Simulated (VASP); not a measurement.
Here is a VASP 6.6.1 calculation.

File INCAR:

```
SYSTEM = Be2Si
PREC = Accurate ; ENCUT = 520
EDIFF = 1E-6 ; ISMEAR = -1
SIGMA = 0.05 ; LREAL = .FALSE.
LASPH = .TRUE. ; NELM = 100
ALGO = Fast ; ISIF = 2
LWAVE = .FALSE. ; LCHARG = .TRUE.
GGA = PE ; LELF = .TRUE.
LVHAR = .TRUE. ; NBANDS = 11
```

The input KPOINTS:

```
regular mesh
0
G
  9 9 9
  0 0 0
```

File POSCAR:

```
Be2Si
1.0
    0.0000000000      2.6574839532      2.6574839532
    2.6574839532      0.0000000000      2.6574839532
    2.6574839532      2.6574839532      0.0000000000
Si Be
1 2
Direct
    0.0000000000      0.0000000000      0.0000000000
    0.2500000000      0.2500000000      0.2500000000
    0.7500000000      0.7500000000      0.7500000000
```

Potentials or basis: VASP PAW PBE potentials, release 64 (Si, Be).

Run with:

```sh
$ cat potpaw_PBE.64/Si/POTCAR potpaw_PBE.64/Be/POTCAR > POTCAR
$ mpirun -np 1 vasp_std > vasp.out
```

Question: What does it give for the band gap on the k mesh?

Answer: Zero (bands 4 and 5 overlap by 0.65 eV).

Question: Estimate the pressure.

Answer: -1.7 GPa.
